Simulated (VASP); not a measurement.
Write the native input for VASP 6.6.1 that does the following.

```
Task                   : single point
Functional             : PBE
Potentials or basis    : VASP PAW PBE potentials, release 64 (Al, Fe, Co)
Cutoff                 : 520 eV
k mesh                 : 10 × 10 × 8
Occupations            : gaussian, width 0.1 eV
Spin                   : no spin polarisation
Dipole correction      : no
Further INCAR settings : ALGO = Fast; EDIFF = 1e-07; NBANDS = 34
```

The structure of Al4FeCo3 lies in POSCAR:

```
Al4FeCo3
1.0
    4.0361278953      0.0000000000      0.0000000000
    0.0000000000      4.0361278953      0.0000000000
    0.0000000000      0.0000000000      5.7113200556
Al Fe Co
4 1 3
Direct
    0.0000000000      0.5000000000      0.7471944327
    0.0000000000      0.5000000000      0.2528055673
    0.5000000000      0.0000000000      0.7471944327
    0.5000000000      0.0000000000      0.2528055673
    0.0000000000      0.0000000000      0.5000000000
    0.0000000000      0.0000000000      0.0000000000
    0.5000000000      0.5000000000      0.0000000000
    0.5000000000      0.5000000000      0.5000000000
```

The input as run:

INCAR

```
ALGO     = Fast           # electronic algorithm
EDIFF    = 1E-7           # SCF threshold, eV
ENCUT    = 520            # plane-wave cutoff, eV
GGA      = PE             # functional
ISIF     = 2              # what is computed and relaxed
ISMEAR   = 0              # smearing method
LASPH    = True           # aspherical terms in the spheres
LCHARG   = False          # write CHGCAR
LREAL    = False          # projectors in reciprocal space
LWAVE    = False          # write WAVECAR
NBANDS   = 34             # bands
NELM     = 100            # most SCF steps
PREC     = Accurate       # precision mode
SIGMA    = 0.1            # smearing width, eV
```

KPOINTS

```
k-points
0
Gamma
  10 10 8
```

Potentials or basis: VASP PAW PBE potentials, release 64 (Al, Fe, Co).

The run is started by

```console
$ cat potpaw_PBE.64/Al/POTCAR potpaw_PBE.64/Fe/POTCAR potpaw_PBE.64/Co/POTCAR > POTCAR
$ mpirun -np 1 vasp_std > vasp.out
```

Results of the run:

```yaml
Pressure: -0.1 GPa
Largest_force: 0.010 eV/Å
Band_gap_on_the_k_mesh: zero (an odd number of electrons rules out a gap without spin polarisation)
```

Caveat: the run has no spin polarisation, though such a crystal can be magnetic.

Wall time 7.8 min on 1 thread of Intel(R) Xeon(R) Platinum 8259CL CPU @ 2.50GHz (Skylake/Cascade Lake), with other jobs on the host, peak memory 0.41 GiB.
